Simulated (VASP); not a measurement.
Set up this calculation in VASP 6.6.1, as the native input.

```yaml
Task: single point
Functional: r2SCAN
Potentials_or_basis: VASP PAW PBE potentials, release 64 (B, N)
Cutoff: 520 eV
k_mesh: 12 × 12 × 6
Occupations: gaussian, width 0.05 eV
Spin: no spin polarisation
Dipole_correction: no
Further_INCAR_settings: ALGO = Normal; EDIFF = 1e-06; NBANDS = 16
```

Crystal: BN.

```
B N
1.0
     2.55394    0.00000    0.00000
    -1.27697    2.21178    0.00000
     0.00000    0.00000    4.22685
B N
2 2
Direct
  0.66667 0.33333 0.99972
  0.33333 0.66667 0.49972
  0.57857 0.33333 0.57204
  0.33333 0.66667 0.12528
```

This cell differs from its parent crystal: atom 3 (N) moved by (-0.225, -0.225) A along x and z.

One way to write it, as run:

POSCAR

```
BN
1.0
    2.5539396017      0.0000000000      0.0000000000
   -1.2769698009      2.2117765748      0.0000000000
    0.0000000000      0.0000000000      4.2268550000
B N
2 2
Direct
    0.6666666667      0.3333333333      0.9997240000
    0.3333333333      0.6666666667      0.4997240000
    0.5785674807      0.3333333333      0.5720449334
    0.3333333333      0.6666666667      0.1252760000
```

INCAR.step1

```
SYSTEM = BN
ALGO = Normal
EDIFF = 1E-4
ENCUT = 520
GGA = PE
ISMEAR = 0
LASPH = .TRUE.
LCHARG = .FALSE.
LREAL = .FALSE.
LWAVE = .TRUE.
NBANDS = 16
NELM = 100
PREC = Accurate
SIGMA = 0.05
```

INCAR.step2

```
SYSTEM = BN
ALGO = Normal
EDIFF = 1E-6
ENCUT = 520
ISIF = 2
ISMEAR = 0
ISTART = 1
LASPH = .TRUE.
LCHARG = .FALSE.
LMIXTAU = .TRUE.
LREAL = .FALSE.
LWAVE = .FALSE.
METAGGA = R2SCAN
NBANDS = 16
NELM = 100
PREC = Accurate
SIGMA = 0.05
```

KPOINTS

```
k-points
0
G
  12 12 6
  0 0 0
```

Potentials or basis: VASP PAW PBE potentials, release 64 (B, N).

Launch:

```bash
$ cat potpaw_PBE.64/B/POTCAR potpaw_PBE.64/N/POTCAR > POTCAR
$ cp INCAR.step1 INCAR
$ mpirun -np 1 vasp_std > vasp.out
$ cp INCAR.step2 INCAR
$ mpirun -np 1 vasp_std > vasp.out
```

Results of the run:

| Quantity | Value |
| --- | --- |
| Pressure | 16.3 GPa |
| Largest force | 11.705 eV/Å |
| Band gap on the k mesh | 4.77 eV, indirect (least direct gap 6.70 eV) |

Caveat: the cell differs from its parent crystal (atom 3 (N) moved by (-0.225, -0.225) A along x and z); the PAW data sets were made with another functional, which shifts forces and pressure a little.

It took 3.7 min on 1 thread of Intel(R) Xeon(R) 6975P-C (Granite Rapids) (shared host), peak memory 0.24 GiB.
